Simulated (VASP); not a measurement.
# NaHF2 (R-3m) in VASP: notebook, part 2 of 2

VASP 6.6.1. The steps go on from the part before.

## (4) Electric field gradients, LDA (11.88 Å³/atom)

This run uses another cell than the first one, of 11.88 Å³/atom.

INCAR reads:

```
  PREC = Accurate
  ENCUT = 520
  EDIFF = 1E-8
  ISMEAR = -1
  SIGMA = 0.02
  LREAL = False
  LASPH = True
  NELM = 100
  ALGO = Normal
  ISIF = 2
  LWAVE = False
  LCHARG = False
  GGA = CA
  LEFG = True
  NBANDS = 19
```

KPOINTS reads:

```
Automatic mesh
0
Gamma
  10 10 10
```

POSCAR reads:

```
NaHF2
1.0
    1.7226644207      0.9945807670      4.6233559652
   -1.7226644207      0.9945807670      4.6233559652
    0.0000000000     -1.9891615341      4.6233559652
Na H F
1 1 2
Direct
    0.0000000000      0.0000000000      0.0000000000
    0.5000000000      0.5000000000      0.5000000000
    0.4100000000      0.4100000000      0.4100000000
    0.5900000000      0.5900000000      0.5900000000
```

Potentials or basis: VASP PAW LDA potentials, release 64 (Na_pv, H, F).

Run with:

```console
> cat potpaw_LDA.64/Na_pv/POTCAR potpaw_LDA.64/H/POTCAR potpaw_LDA.64/F/POTCAR > POTCAR
> mpirun -np 1 vasp_std > vasp.out
```

OUTCAR:

```text
PREC = Accurate
   ENCUT = 520
   EDIFF = 1E-8
   ISMEAR = -1
   LREAL = False
   LASPH = True
   NELM = 100
   ISIF = 2
   GGA = CA

 ion  position               nearest neighbor table
   1  0.000  0.000  0.000-   4 2.26   4 2.26   3 2.26   3 2.26   4 2.26   3 2.26
   2  0.500  0.500  0.500-   3 1.25   4 1.25
   3  0.410  0.410  0.410-   2 1.25   1 2.26   1 2.26   1 2.26
   4  0.590  0.590  0.590-   2 1.25   1 2.26   1 2.26   1 2.26

  LATTYP: Found a trigonal (rhomboedric) cell.
 ALAT       =     5.0331087798
 COS(alpha) =     0.7657073146

  Lattice vectors:

 A1 = (   1.7226644207,   0.9945807670,   4.6233559652)
 A2 = (  -1.7226644207,   0.9945807670,   4.6233559652)
 A3 = (   0.0000000000,  -1.9891615341,   4.6233559652)

Analysis of symmetry for initial positions (statically):
=====================================================================
 Subroutine PRICEL returns:
 Original cell was already a primitive cell.

 Routine SETGRP: Setting up the symmetry group for a
 trigonal (rhombohedral) supercell.

 Subroutine GETGRP returns: Found 12 space group operations
 (whereof 12 operations were pure point group operations)
 out of a pool of 12 trial point group operations.

The static configuration has the point symmetry D_3d.

Analysis of symmetry for dynamics (positions and initial velocities):
=====================================================================
 Subroutine PRICEL returns:
 Original cell was already a primitive cell.

 Routine SETGRP: Setting up the symmetry group for a
 trigonal (rhombohedral) supercell.

 Subroutine GETGRP returns: Found 12 space group operations
 (whereof 12 operations were pure point group operations)
 out of a pool of 12 trial point group operations.

The dynamic configuration has the point symmetry D_3d.

 Subroutine INISYM returns: Found 12 space group operations
 (whereof 12 operations are pure point group operations),
 and found     1 'primitive' translations

----------------------------------------------------------------------------------------

                                     Primitive cell

  volume of cell :      47.5280

  direct lattice vectors                    reciprocal lattice vectors
     1.722664421  0.994580767  4.623355965     0.290248056  0.167574794  0.072097700
    -1.722664421  0.994580767  4.623355965    -0.290248056  0.167574794  0.072097700
     0.000000000 -1.989161534  4.623355965     0.000000000 -0.335149587  0.072097700

  length of vectors
     5.033108780  5.033108780  5.033108780     0.342816750  0.342816750  0.342816750

  position of ions in fractional coordinates (direct lattice)
     0.000000000  0.000000000  0.000000000
     0.500000000  0.500000000  0.500000000
     0.410000000  0.410000000  0.410000000
     0.590000000  0.590000000  0.590000000

  ion indices of the primitive-cell ions
   primitive index   ion index
                 1           1
                 2           2
                 3           3
                 4           4
[... 80 lines left out ...]
   POTIM  = 0.5000    time-step for ionic-motion
   TEBEG  =    0.0;   TEEND  =   0.0 temperature during run
   PSTRESS=    0.0 pullay stress
   NELECT =      22.0000    total number of electrons
   NUPDOWN=      -1.0000    fix difference up-down
   EMIN   =  10.00;   EMAX   =-10.00  energy-range for DOS
   EFERMI =   0.00;   METHOD = LEGACY
   ISMEAR =    -1;   SIGMA  =   0.02  broadening in eV -4-tet -1-fermi 0-gaus
   EFERMI_NEDOS =   21; number of points for ismear=-14 and -15
   IALGO  =     38    algorithm
   IMIX   =      4    mixing-type and parameters
     AMIX     =   0.40;   BMIX     =  1.00
     AMIX_MAG =   1.60;   BMIX_MAG =  1.00
  volume/ion in A,a.u.               =      11.88        80.18
  Fermi-wavevector in a.u.,A,eV,Ry     =   1.266386  2.393122 21.820104  1.603732
  Thomas-Fermi vector in A             =   2.399589
   LORBIT       =      0    0 simple, 1 ext, 2 COOP (PROOUT), +10 PAW based schemes
   GGA     = CA    functional components
   LHFCALC =     F    Hartree Fock is set to
   AEXX    =    0.0000 exact exchange contribution
   IVDW    =     0    specifies the selected vdW correction
   LEPSILON=     F    determine dielectric tensor
   LRPA    =     F    only Hartree local field effects (RPA)
 non-spin polarized calculation
  energy-cutoff  :      520.00
  volume of cell :       47.53
 maximum number of plane-waves:      1299
 NGX is ok and might be reduce to    40
   NGX = 19   NGY = 19   NGZ = 19

 number of electron      21.9999999 magnetization

 Free energy of the ion-electron system (eV)
  ---------------------------------------------------
  ext. energy  EPLUGINS =         0.00000000
  ---------------------------------------------------
  free energy    TOTEN  =       -18.51728510 eV

  energy without entropy =      -18.51728510  energy(sigma->0) =      -18.51728510

 E-fermi :  -3.7728     XC(G=0):  -8.8807

 val. band max:       -4.2553421528   @ k =   0.5000   0.5000   0.5000
 cond. band min:       2.1022221058   @ k =   0.0000   0.0000   0.0000
 fundamental gap:      6.3575642586
 Fermi energy:        -3.7727654579

 k-point     1 :       0.0000    0.0000    0.0000
  band No.  band energies     occupation
      1     -23.9183      2.00000
      2     -23.3004      2.00000
      3     -22.2510      2.00000
      4     -22.2510      2.00000
      5     -21.9808      2.00000
      6      -8.6799      2.00000
[... 505 lines left out ...]
      6      -8.2144      2.00000
[... 11 lines left out ...]
     18      15.1607      0.00000
     19      15.5573      0.00000

 [... further k-points ...]
[... 5 lines left out ...]
  --------------------------------------------------------------------------------------
  -------------------------------------------------------------------------------------
  Total       -0.3923463     -0.3923463     -5.1412401      0.0000000      0.0000000      0.0000000
  in kB      -13.2260696    -13.2260696   -173.3122049      0.0000000      0.0000000      0.0000000
  external PRESSURE =     -66.5881147 kB  Pullay stress =       0.0000000 kB

 VOLUME and BASIS-vectors are now :
 -----------------------------------------------------------------------------
  energy-cutoff  :      520.00
  volume of cell :       47.53
      direct lattice vectors                 reciprocal lattice vectors
     1.722664421  0.994580767  4.623355965     0.290248056  0.167574794  0.072097700
    -1.722664421  0.994580767  4.623355965    -0.290248056  0.167574794  0.072097700
     0.000000000 -1.989161534  4.623355965     0.000000000 -0.335149587  0.072097700

 POSITION                                       TOTAL-FORCE (eV/Angst)
 -----------------------------------------------------------------------------------
      0.00000      0.00000      0.00000         0.000000      0.000000      0.000000
      0.00000     -0.00000      6.93503        -0.000000      0.000000      0.000000
      0.00000     -0.00000      5.68673        -0.000000     -0.000000      2.098810
      0.00000     -0.00000      8.18334        -0.000000      0.000000     -2.098810
 -----------------------------------------------------------------------------------
    total drift:                                0.000000      0.000000     -0.000000

  FREE ENERGIE OF THE ION-ELECTRON SYSTEM (eV)
  ---------------------------------------------------
  free  energy   TOTEN  =       -18.5172850984 eV

  energy  without entropy=      -18.5172850984  energy(sigma->0) =      -18.51728510

 Electric field gradients (V/A^2)
---------------------------------------------------------------------
 ion       V_xx      V_yy      V_zz      V_xy      V_xz      V_yz
---------------------------------------------------------------------
   1      -4.275    -4.275     8.551     0.000    -0.000     0.000
   2       0.143     0.143    -0.285    -0.000     0.000    -0.000
   3     -58.804   -58.804   117.609    -0.000     0.000     0.000
   4     -58.804   -58.804   117.609     0.000    -0.000     0.000
---------------------------------------------------------------------

 Electric field gradients after diagonalization (V/A^2)
 (convention: |V_zz| > |V_xx| > |V_yy|)
----------------------------------------------------------------------
 ion       V_xx      V_yy      V_zz     asymmetry (V_yy - V_xx)/ V_zz
----------------------------------------------------------------------
   1      -4.275    -4.275     8.551       0.000
   2       0.143     0.143    -0.285       0.000
   3     -58.804   -58.804   117.609       0.000
   4     -58.804   -58.804   117.609       0.000
----------------------------------------------------------------------

           NMR quadrupolar parameters

 Cq : quadrupolar parameter    Cq=e*Q*V_zz/h
 eta: asymmetry parameters     (V_yy - V_xx)/ V_zz
 Q  : nuclear electric quadrupole moment in mb (millibarn)
----------------------------------------------------------------------
 ion       Cq(MHz)       eta       Q (mb)
----------------------------------------------------------------------
   1       0.021       0.000       1.000
   2      -0.001       0.000       1.000
   3       0.284       0.000       1.000
   4       0.284       0.000       1.000
----------------------------------------------------------------------
```

stdout:

```text
POSCAR found type information on POSCAR NaH F
 POSCAR found :  3 types and       4 ions
 scaLAPACK will be used
 LDA part: xc-table for (Slater(with rela. corr.)+CA(PZ))
 , standard interpolation
 POSCAR, INCAR and KPOINTS ok, starting setup
 FFT: planning ... GRIDC
 FFT: planning ... GRID_SOFT
 FFT: planning ... GRID
 WAVECAR not read
 entering main loop
ion   1

ion   2

ion   3

ion   4
```

Run time: 3 min. Hardware: 1 thread of Oxide Virtual Turin-like, shared host; peak memory 0.21 GiB.

What came out:

```
Free energy                             : -18.5173 eV
Pressure                                : -6.7 GPa
Largest force                           : 2.099 eV/Å
Band gap on the k mesh                  : 6.36 eV (least direct gap 6.66 eV)
Largest electric field gradient by atom : Na +8.6; H -0.3; F +117.6 V/Å²
```

Forces on the atoms (eV/Å):
```
Na   0.000  0.000  0.000
H    0.000  0.000  0.000
F    0.000  0.000  2.099
F    0.000  0.000 -2.099
```

Electric field gradients, principal values (V/Å²):
```tsv
atom	least	middle	greatest (by size)
1 Na	-4.275	-4.275	8.551
2 H	0.143	0.143	-0.285
3 F	-58.804	-58.804	117.609
4 F	-58.804	-58.804	117.609
```

Caveat: the stress differs along the axes, from -17 to -1 GPa; without QUAD_EFG the Cq values of the log hold for a quadrupole moment of 1 mb, not for the nuclei; forces of over 1 eV/Å act on the atoms, so gaps and moduli don't describe the material at rest.

## (5) Summary

```csv
cell,gap on the mesh (eV),pressure (GPa),largest force (eV/Å)
"a = 5.050 Å, angles 40.0°, 4 atoms",6.32,-7.0,2.12
"a = 4.982 Å, angles 40.0°, 4 atoms",6.47,-5.4,2.02
"a = 5.033 Å, angles 40.0°, 4 atoms",6.36,-6.7,2.10
```

Alike in all rows: task electric field gradients; level LDA; potentials or basis VASP PAW LDA potentials, release 64 (Na_pv, H, F); no spin polarisation; k mesh 10 × 10 × 10; cutoff (eV) 520; smearing fermi-dirac 0.02 eV.

Caveats: forces of over 1 eV/Å act on the atoms, so gaps and moduli don't describe the material at rest; the stress differs along the axes, from -18 to -2 GPa (at least some runs); the stress differs along the axes, from -15 to -0 GPa (at least some runs); the stress differs along the axes, from -17 to -1 GPa (at least some runs).

Absolute energies hang on the potentials; compare differences alone.
